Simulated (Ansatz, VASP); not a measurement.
**One calculation of ZnS, two programs**

Contents of POSCAR:

```
ZnS
1.0
    3.8068031196      0.0000000000      0.0000000000
   -1.9034015598      3.2967882088      0.0000000000
    0.0000000000      0.0000000000      6.2465812868
Zn S
2 2
Direct
    0.3333333333      0.6666666667     -0.0467854590
    0.6666666667      0.3333333333      0.4532145410
    0.3333333333      0.6666666667      0.4217854590
    0.6666666667      0.3333333333      0.9217854590
```

The input INCAR.step1:

```
ALGO     = Normal         # electronic algorithm
EDIFF    = 1E-4           # SCF threshold, eV
ENCUT    = 520            # plane-wave cutoff, eV
GGA      = PE             # functional
ISMEAR   = 0              # smearing method
LASPH    = T              # aspherical terms in the spheres
LCHARG   = F              # write CHGCAR
LREAL    = F              # projectors in reciprocal space
LWAVE    = T              # write WAVECAR
NBANDS   = 26             # bands
NELM     = 80             # most SCF steps
PREC     = Accurate       # precision mode
SIGMA    = 0.01           # smearing width, eV
```

INCAR.step2

```
ALGO     = Normal         # electronic algorithm
EDIFF    = 1E-6           # SCF threshold, eV
ENCUT    = 520            # plane-wave cutoff, eV
ISIF     = 2              # what is computed and relaxed
ISMEAR   = 0              # smearing method
ISTART   = 1            
LASPH    = T              # aspherical terms in the spheres
LCHARG   = T              # write CHGCAR
LELF     = T              # ELF
LMIXTAU  = T            
LREAL    = F              # projectors in reciprocal space
LVHAR    = T            
LWAVE    = F              # write WAVECAR
METAGGA  = R2SCAN         # meta-GGA
NBANDS   = 26             # bands
NELM     = 80             # most SCF steps
PREC     = Accurate       # precision mode
SIGMA    = 0.01           # smearing width, eV
```

The input KPOINTS:

```
k-points
0
Gamma
  9 9 6
```

Input for Ansatz:

```yaml
crystal:
  lattice:
    - [3.8068031196, 0.0, 0.0]
    - [-1.9034015598, 3.2967882088, 0.0]
    - [0.0, 0.0, 6.2465812868]
  atoms:
    - { symbol: Zn, position: [0.3333333333, 0.6666666667, -0.046785459] }
    - { symbol: Zn, position: [0.6666666667, 0.3333333333, 0.453214541] }
    - { symbol: S, position: [0.3333333333, 0.6666666667, 0.421785459] }
    - { symbol: S, position: [0.6666666667, 0.3333333333, 0.921785459] }
basis:
  ecutwfc: 600.0
  xc_grid: 2
kpoints:
  mp_grid: { grid: [9, 9, 6] }
hamiltonian:
  xc: r2scan
  pseudopotentials: { kind: paw, azcp: { folder: soft_1 } }
scf:
  occupations: { method: fixed }
output:
  forces: true
  stress: true
  eigenvalues: true
  polarization: {}
```

Change from the starting cell: polar distortion scaled by 0.25.

Alike in both runs: task single point; functional r2SCAN; k mesh 9 × 9 × 6; no spin polarisation.

|  | VASP | Ansatz |
| --- | --- | --- |
| version | VASP 6.6.1 | Ansatz 0.2.0 |
| potentials or method | VASP PAW PBE potentials, release 64 (Zn, S), cutoff 520 eV | scalar-relativistic, plane waves, PAW |
| occupations | gaussian, width 0.01 eV | fixed |
| valence electrons in the cell | 36 | 36 |

|  | VASP | Ansatz | Ansatz less VASP |
| --- | --- | --- | --- |
| gap on the k mesh at the Fermi level (eV) | 3.13 | 3.12 | -0.010 |
| least direct gap on the mesh (eV) | 3.13 | 3.12 | -0.009 |
| pressure (GPa) | 5.1 | 5.0 | -0.16 |
| traceless stress, the component that is largest in VASP (GPa) | -5.36 | -5.29 | +0.071 |
| rms of the force components (eV/Å) | 0.283 | 0.282 | -0.0012 |

VASP's potentials were made for PBE, not for r2SCAN. Atom by atom the forces differ by 0.001 eV/Å (rms over components).
